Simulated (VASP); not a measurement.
# Pt (Fd-3m) in VASP: a series of runs

The runs below take Pt through single point, with r2SCAN.

Program: VASP 6.6.1. These are calculated values, not measurements. Logs are shortened: lines on timing, memory, paths and dates and some standing lists are left out, and cuts for length are marked.

### 1 The cell of the first run

Symmetry: Fd-3m, No. 227, cubic system. The conventional cell has a = 5.568 Å, b = 5.568 Å, c = 5.568 Å, α = 90.00°, β = 90.00°, γ = 90.00°. Within 3.2 Å of Pt (site symmetry -43m) lie 4 Pt at 2.41 Å.

### 2 Single point, r2SCAN (volume scaled by 0.92)

POSCAR reads:

```
Pt
1.0
    0.0000000000      2.7837721891      2.7837721891
    2.7837721891      0.0000000000      2.7837721891
    2.7837721891      2.7837721891      0.0000000000
Pt
2
Direct
    0.1250000000      0.1250000000      0.1250000000
    0.8750000000      0.8750000000      0.8750000000
```

INCAR.step1 reads:

```
PREC     = Accurate       # precision mode
ENCUT    = 520            # plane-wave cutoff, eV
ISMEAR   = -1             # smearing method
SIGMA    = 0.1            # smearing width, eV
LREAL    = False          # projectors in reciprocal space
LASPH    = True           # aspherical terms in the spheres
NELM     = 100            # most SCF steps
NBANDS   = 17             # bands
GGA      = PE             # functional
ALGO     = Normal         # electronic algorithm
EDIFF    = 1E-4           # SCF threshold, eV
LWAVE    = True           # write WAVECAR
LCHARG   = False          # write CHGCAR
```

INCAR.step2 reads:

```
PREC     = Accurate       # precision mode
ENCUT    = 520            # plane-wave cutoff, eV
EDIFF    = 1E-7           # SCF threshold, eV
ISMEAR   = -1             # smearing method
SIGMA    = 0.1            # smearing width, eV
LREAL    = False          # projectors in reciprocal space
LASPH    = True           # aspherical terms in the spheres
NELM     = 100            # most SCF steps
ALGO     = Normal         # electronic algorithm
ISIF     = 2              # what is computed and relaxed
LWAVE    = False          # write WAVECAR
LCHARG   = False          # write CHGCAR
METAGGA  = R2SCAN         # meta-GGA
LMIXTAU  = True         
NBANDS   = 17             # bands
ISTART   = 1
```

KPOINTS reads:

```
Automatic mesh
0
Gamma
  11 11 11
```

Potentials or basis: VASP PAW PBE potentials, release 64 (Pt).

The run is started by

```
$ cat potpaw_PBE.64/Pt/POTCAR > POTCAR
$ cp INCAR.step1 INCAR
$ mpirun -np 1 vasp_std > vasp.out
$ cp INCAR.step2 INCAR
$ mpirun -np 1 vasp_std > vasp.out
```

OUTCAR:

```text
PREC = Accurate
   ENCUT = 520
   EDIFF = 1E-7
   ISMEAR = -1
   LREAL = False
   LASPH = True
   NELM = 100
   ISIF = 2
   METAGGA = R2SCAN
   ISTART = 1

 ion  position               nearest neighbor table
   1  0.125  0.125  0.125-   2 2.41   2 2.41   2 2.41   2 2.41
   2  0.875  0.875  0.875-   1 2.41   1 2.41   1 2.41   1 2.41

  LATTYP: Found a face centered cubic cell.
 ALAT       =     5.5675443782

  Lattice vectors:

 A1 = (   0.0000000000,   2.7837721891,   2.7837721891)
 A2 = (   2.7837721891,   0.0000000000,   2.7837721891)
 A3 = (   2.7837721891,   2.7837721891,   0.0000000000)

Analysis of symmetry for initial positions (statically):
=====================================================================
 Subroutine PRICEL returns:
 Original cell was already a primitive cell.

 Routine SETGRP: Setting up the symmetry group for a
 face centered cubic supercell.

 Subroutine GETGRP returns: Found 48 space group operations
 (whereof 12 operations were pure point group operations)
 out of a pool of 48 trial point group operations.

The static configuration has the point symmetry D_3d.
 The point group associated with its full space group is O_h .

Analysis of symmetry for dynamics (positions and initial velocities):
=====================================================================
 Subroutine PRICEL returns:
 Original cell was already a primitive cell.

 Routine SETGRP: Setting up the symmetry group for a
 face centered cubic supercell.

 Subroutine GETGRP returns: Found 48 space group operations
 (whereof 12 operations were pure point group operations)
 out of a pool of 48 trial point group operations.

The dynamic configuration has the point symmetry D_3d.
 The point group associated with its full space group is O_h .

 Subroutine INISYM returns: Found 48 space group operations
 (whereof 12 operations are pure point group operations),
 and found     1 'primitive' translations

----------------------------------------------------------------------------------------

                                     Primitive cell

  volume of cell :      43.1451

  direct lattice vectors                    reciprocal lattice vectors
     0.000000000  2.783772189  2.783772189    -0.179612399  0.179612399  0.179612399
     2.783772189  0.000000000  2.783772189     0.179612399 -0.179612399  0.179612399
[... 83 lines left out ...]
   ENCUT  =  520.0 eV  38.22 Ry    6.18 a.u.   7.32  7.32  7.32*2*pi/ulx,y,z
   NELM   =    100;   NELMIN=  2; NELMDL=  0     # of ELM steps
   EDIFF  = 0.1E-06   stopping-criterion for ELM
   LREAL  =      F    real-space projection
   EDIFFG = 0.1E-05   stopping-criterion for IOM
   NSW    =      0    number of steps for IOM
   IBRION =     -1    ionic relax: 0-MD 1-quasi-New 2-CG
   NFREE  =      0    steps in history (QN), initial steepest desc. (CG)
   ISIF   =      2    stress and relaxation
   ISYM   =      2    0-nonsym 1-usesym 2-fastsym
   POTIM  = 0.5000    time-step for ionic-motion
   TEBEG  =    0.0;   TEEND  =   0.0 temperature during run
   PSTRESS=    0.0 pullay stress
   NELECT =      20.0000    total number of electrons
   NUPDOWN=      -1.0000    fix difference up-down
   EMIN   =  10.00;   EMAX   =-10.00  energy-range for DOS
   EFERMI =   0.00;   METHOD = LEGACY
   ISMEAR =    -1;   SIGMA  =   0.10  broadening in eV -4-tet -1-fermi 0-gaus
   EFERMI_NEDOS =   21; number of points for ismear=-14 and -15
   IALGO  =     38    algorithm
   IMIX   =      4    mixing-type and parameters
     AMIX     =   0.40;   BMIX     =  1.00
     AMIX_MAG =   1.60;   BMIX_MAG =  1.00
  volume/ion in A,a.u.               =      21.57       145.58
  Fermi-wavevector in a.u.,A,eV,Ry     =   1.266994  2.394271 21.841067  1.605273
  Thomas-Fermi vector in A             =   2.400165
   LORBIT       =      0    0 simple, 1 ext, 2 COOP (PROOUT), +10 PAW based schemes
   METAGGA = R2SCAN    functional components
   LHFCALC =     F    Hartree Fock is set to
   AEXX    =    0.0000 exact exchange contribution
   IVDW    =     0    specifies the selected vdW correction
   LEPSILON=     F    determine dielectric tensor
   LRPA    =     F    only Hartree local field effects (RPA)
 non-spin polarized calculation
  energy-cutoff  :      520.00
  volume of cell :       43.15
 maximum number of plane-waves:      1211
 NGX is ok and might be reduce to    30
   NGX = 15   NGY = 15   NGZ = 15

 number of electron      20.0000000 magnetization

 Free energy of the ion-electron system (eV)
  ---------------------------------------------------
  ext. energy  EPLUGINS =         0.00000000
  ---------------------------------------------------
  free energy    TOTEN  =      -100.69471601 eV

  energy without entropy =     -100.56236156  energy(sigma->0) =     -100.62853878

 E-fermi :   6.2900     XC(G=0): -11.8358

 val. band max:        6.2882151071   @ k =  -0.3636   0.3636   0.0909
 cond. band min:       6.2941789041   @ k =  -0.4545   0.3636   0.0000
 fundamental gap:      0.0059637970
 Fermi energy:         6.2899805157

 k-point     1 :       0.0000    0.0000    0.0000
  band No.  band energies     occupation
      1      -1.7717      2.00000
      2       0.8220      2.00000
      3       0.8220      2.00000
      4       1.1141      2.00000
      5       1.1141      2.00000
      6       1.1141      2.00000
[... 457 lines left out ...]
      4       0.9359      2.00000
      5       1.3399      2.00000
      6       2.0466      2.00000
[... 9 lines left out ...]
     16      19.5537      0.00000
     17      20.5877      0.00000

 [... further k-points ...]

------------------------ aborting loop because EDIFF is reached ----------------------------------------

  FORCE on cell =-STRESS in cart. coord.  units (eV):
  Direction    XX          YY          ZZ          XY          YZ          ZX
  --------------------------------------------------------------------------------------
  -------------------------------------------------------------------------------------
  Total        3.6054257      3.6054257      3.6054257      0.0000000      0.0000000     -0.0000000
  in kB      133.8862743    133.8862743    133.8862743      0.0000000      0.0000000     -0.0000000
  external PRESSURE =     133.8862743 kB  Pullay stress =       0.0000000 kB

 VOLUME and BASIS-vectors are now :
 -----------------------------------------------------------------------------
  energy-cutoff  :      520.00
  volume of cell :       43.15
      direct lattice vectors                 reciprocal lattice vectors
     0.000000000  2.783772189  2.783772189    -0.179612399  0.179612399  0.179612399
     2.783772189  0.000000000  2.783772189     0.179612399 -0.179612399  0.179612399
     2.783772189  2.783772189  0.000000000     0.179612399  0.179612399 -0.179612399

 POSITION                                       TOTAL-FORCE (eV/Angst)
 -----------------------------------------------------------------------------------
      0.69594      0.69594      0.69594         0.000000      0.000000      0.000000
      4.87160      4.87160      4.87160        -0.000000     -0.000000     -0.000000
 -----------------------------------------------------------------------------------
    total drift:                               -0.000000      0.000000      0.000000

  FREE ENERGIE OF THE ION-ELECTRON SYSTEM (eV)
  ---------------------------------------------------
  free  energy   TOTEN  =      -100.6947160118 eV

  energy  without entropy=     -100.5623615580  energy(sigma->0) =     -100.62853878
```

Run time: 72 s. Hardware: 1 thread of Intel Xeon 6975P-C (Granite Rapids), shared host; peak memory 0.19 GiB.

What came out:

```
Free energy            : -100.6947 eV
Pressure               : 13.4 GPa
Band gap on the k mesh : zero (band 10 reaches 6.55 eV, above the bottom of band 11 at 5.83 eV)
```

Levels at points of the mesh, in eV from the Fermi level:
| k point | band 7 | band 8 | band 9 | band 10 | band 11 | band 12 | band 13 | band 14 |
| --- | --- | --- | --- | --- | --- | --- | --- | --- |
| (0.00, 0.00, 0.00) | -2.25 | -2.25 | -2.25 | -0.09 | -0.09 | 11.44 | 11.55 | 12.93 |

Caveat: the cell differs from its parent crystal (volume scaled by 0.92); the PAW data sets were made with another functional, which shifts forces and pressure a little; spin-orbit coupling is left out, which moves the levels of the heavy elements.

### 3 Single point, r2SCAN (volume scaled by 0.96)

POSCAR reads:

```
Pt
1.0
    0.0000000000      2.8235457369      2.8235457369
    2.8235457369      0.0000000000      2.8235457369
    2.8235457369      2.8235457369      0.0000000000
Pt
2
Direct
    0.1250000000      0.1250000000      0.1250000000
    0.8750000000      0.8750000000      0.8750000000
```

INCAR.step1 reads:

```
ALGO     = Normal         # electronic algorithm
EDIFF    = 1E-4           # SCF threshold, eV
ENCUT    = 520            # plane-wave cutoff, eV
GGA      = PE             # functional
ISMEAR   = -1             # smearing method
LASPH    = T              # aspherical terms in the spheres
LCHARG   = F              # write CHGCAR
LREAL    = F              # projectors in reciprocal space
LWAVE    = T              # write WAVECAR
NBANDS   = 17             # bands
NELM     = 80             # most SCF steps
PREC     = Accurate       # precision mode
SIGMA    = 0.1            # smearing width, eV
```

INCAR.step2 reads:

```
ALGO     = Normal         # electronic algorithm
EDIFF    = 1E-6           # SCF threshold, eV
ENCUT    = 520            # plane-wave cutoff, eV
ISIF     = 2              # what is computed and relaxed
ISMEAR   = -1             # smearing method
ISTART   = 1            
LASPH    = T              # aspherical terms in the spheres
LCHARG   = F              # write CHGCAR
LMIXTAU  = T            
LREAL    = F              # projectors in reciprocal space
LWAVE    = F              # write WAVECAR
METAGGA  = R2SCAN         # meta-GGA
NBANDS   = 17             # bands
NELM     = 80             # most SCF steps
PREC     = Accurate       # precision mode
SIGMA    = 0.1            # smearing width, eV
```

KPOINTS reads:

```
k-points
0
Gamma
  11 11 11
```

Potentials or basis: VASP PAW PBE potentials, release 64 (Pt).

The run is started by

```
$ cat potpaw_PBE.64/Pt/POTCAR > POTCAR
$ cp INCAR.step1 INCAR
$ mpirun -np 1 vasp_std > vasp.out
$ cp INCAR.step2 INCAR
$ mpirun -np 1 vasp_std > vasp.out
```

Run time: 77 s. Hardware: 1 thread of Intel Xeon 6975P-C (Granite Rapids), shared host; peak memory 0.19 GiB.

The run converged. Its results:

```
Free energy            : -100.8065 eV
Pressure               : 5.9 GPa
Band gap on the k mesh : zero (band 10 reaches 5.95 eV, above the bottom of band 11 at 5.26 eV)
```

Levels at points of the mesh, in eV from the Fermi level:
| k point | band 6 | band 7 | band 8 | band 9 | band 10 | band 11 | band 12 | band 13 | band 14 | band 15 |
| --- | --- | --- | --- | --- | --- | --- | --- | --- | --- | --- |
| (0.00, 0.00, 0.00) | -4.89 | -2.10 | -2.10 | -2.10 | -0.11 | -0.11 | 11.29 | 11.34 | 12.60 | 12.60 |

Caveat: the cell differs from its parent crystal (volume scaled by 0.96); the PAW data sets were made with another functional, which shifts forces and pressure a little; spin-orbit coupling is left out, which moves the levels of the heavy elements.

### 4 Single point, r2SCAN

This run uses another cell than the first one, of 23.45 Å³/atom, 1.087 times its volume.

POSCAR reads:

```
Pt
1.0
    0.0000000000      2.8622292525      2.8622292525
    2.8622292525      0.0000000000      2.8622292525
    2.8622292525      2.8622292525      0.0000000000
Pt
2
Direct
    0.1250000000      0.1250000000      0.1250000000
    0.8750000000      0.8750000000      0.8750000000
```

INCAR.step1 reads:

```
SYSTEM = Pt
PREC = Accurate
ENCUT = 520
ISMEAR = -1
SIGMA = 0.1
LREAL = .False.
LASPH = .True.
NELM = 100
NBANDS = 17
GGA = PE
ALGO = Normal
EDIFF = 1E-4
LWAVE = .True.
LCHARG = .False.
```

INCAR.step2 reads:

```
SYSTEM = Pt
PREC = Accurate
ENCUT = 520
EDIFF = 1E-7
ISMEAR = -1
SIGMA = 0.1
LREAL = .False.
LASPH = .True.
NELM = 100
ALGO = Normal
ISIF = 2
LWAVE = .False.
LCHARG = .True.
METAGGA = R2SCAN
LMIXTAU = .True.
LELF = .True.
LVHAR = .True.
NBANDS = 17
ISTART = 1
```

KPOINTS reads:

```
regular mesh
0
Gamma
  11 11 11
  0 0 0
```

The run is started by

```
$ cat potpaw_PBE.64/Pt/POTCAR > POTCAR
$ cp INCAR.step1 INCAR
$ mpirun -np 1 vasp_std > vasp.out
$ cp INCAR.step2 INCAR
$ mpirun -np 1 vasp_std > vasp.out
```

Run time: 83 s. Hardware: 1 thread of Intel Xeon 6975P-C (Granite Rapids), shared host; peak memory 0.19 GiB.

Results (log left out):

- Free energy: -100.8406 eV
- Pressure: 0.1 GPa
- Band gap on the k mesh: zero (band 10 reaches 5.40 eV, above the bottom of band 11 at 4.75 eV)

Levels at points of the mesh, in eV from the Fermi level:
| k point | band 6 | band 7 | band 8 | band 9 | band 10 | band 11 | band 12 | band 13 | band 14 | band 15 |
| --- | --- | --- | --- | --- | --- | --- | --- | --- | --- | --- |
| (0.00, 0.00, 0.00) | -4.63 | -1.97 | -1.97 | -1.97 | -0.12 | -0.12 | 11.10 | 11.13 | 12.26 | 12.26 |

Caveat: the PAW data sets were made with another functional, which shifts forces and pressure a little; spin-orbit coupling is left out, which moves the levels of the heavy elements.

(Continued in part 2 of 2.)
